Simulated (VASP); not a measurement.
A run of VASP 6.6.1 is set up as follows.

Contents of INCAR:

```
SYSTEM = MgS
PREC = Accurate ; ENCUT = 520
EDIFF = 1E-6 ; ISMEAR = 0
SIGMA = 0.1 ; LREAL = .False.
LASPH = .True. ; NELM = 100
ALGO = Normal ; ISIF = 2
LWAVE = .False. ; LCHARG = .False.
LDIPOL = .True. ; IDIPOL = 3
DIPOL = 0.5 0.5 0.287 ; GGA = PE
IVDW = 12 ; NBANDS = 26
```

The input KPOINTS:

```
regular mesh
0
Gamma
  2 4 1
  0 0 0
```

File POSCAR:

```
MgS
1.0
    7.1155818654      0.0000000000      0.0000000000
    0.0000000000      3.5577909327      0.0000000000
    0.0000000000      0.0000000000     31.3600000000
Mg S
4 4
Direct
    0.0000000000      0.0000000000      0.2514935758
    0.5000000000      0.0000000000      0.2514935758
    0.2500000000      0.5000000000      0.3224860160
    0.7500000000      0.5000000000      0.3224860160
    0.2500000000      0.5000000000      0.2411567710
    0.7500000000      0.5000000000      0.2411567710
    0.5000000000      0.0000000000      0.3328228208
    0.0000000000      0.0000000000      0.3328228208
```

Potentials or basis: VASP PAW PBE potentials, release 64 (Mg, S).

Launch:

```sh
$ cat potpaw_PBE.64/Mg/POTCAR potpaw_PBE.64/S/POTCAR > POTCAR
$ mpirun -np 1 vasp_std > vasp.out
```

Estimate the band gap on the k mesh.

3.41 eV.

Predict the dispersion energy per atom.

-0.233 eV.

Predict the largest force.

0.021 eV/Å.

Forces in eV/Å, atoms in the order of the input:
```
Mg   0.000  0.000  0.021
Mg   0.000  0.000  0.021
Mg   0.000  0.000 -0.021
Mg   0.000  0.000 -0.021
S    0.000  0.000  0.020
S    0.000  0.000  0.020
S    0.000  0.000 -0.020
S    0.000  0.000 -0.020
```

Caveat: the k points lie up to 0.44 Å⁻¹ apart.
